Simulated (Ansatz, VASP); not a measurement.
SiNi in VASP and in Ansatz

```
CELL_PARAMETERS angstrom
-5.15409 0.00000 0.00000
0.00000 -3.37549 0.00000
0.00000 0.00000 11.73943
ATOMIC_POSITIONS crystal
Si 0.67875 0.25000 0.51895
Si 0.67875 0.25000 0.04025
Si 0.82125 0.75000 0.75830
Si 0.82125 0.75000 0.27960
Si 0.17875 0.25000 0.67781
Si 0.17875 0.25000 0.19910
Si 0.32125 0.75000 0.91716
Si 0.32125 0.75000 0.43846
Ni 0.99178 0.75000 0.56893
Ni 0.99178 0.75000 0.09023
Ni 0.50822 0.25000 0.80829
Ni 0.50822 0.25000 0.32958
Ni 0.49178 0.75000 0.62783
Ni 0.49178 0.75000 0.14912
Ni 0.00822 0.25000 0.86718
Ni 0.00822 0.25000 0.38847
```

Alike in both runs: task single point; functional PBE; k mesh 8 × 11 × 4; occupations gaussian, width 0.15 eV; no spin polarisation.

|  | VASP | Ansatz |
| --- | --- | --- |
| version | VASP 6.6.1 | Ansatz 0.2.0 |
| potentials or method | VASP PAW PBE potentials, release 64 (Si, Ni), cutoff 520 eV | scalar-relativistic, plane waves, PAW |
| valence electrons in the cell | 112 | 176 |

```csv
,VASP,Ansatz,Ansatz less VASP
gap on the k mesh at the Fermi level (eV),none,none,-
pressure (GPa),-3.9,-4.0,-0.07
"traceless stress, the component that is largest in VASP (GPa)",-3.28,-3.36,-0.083
rms of the force components (eV/Å),0.321,0.322,+0.0009
```

Atom by atom the forces differ by 0.005 eV/Å (rms over components). A gap of «none» marks a metal or a gap that the smearing closes. VASP's potentials hold 112 valence electrons a cell and Ansatz's 176, so a difference there can come from the potentials and not from the codes.
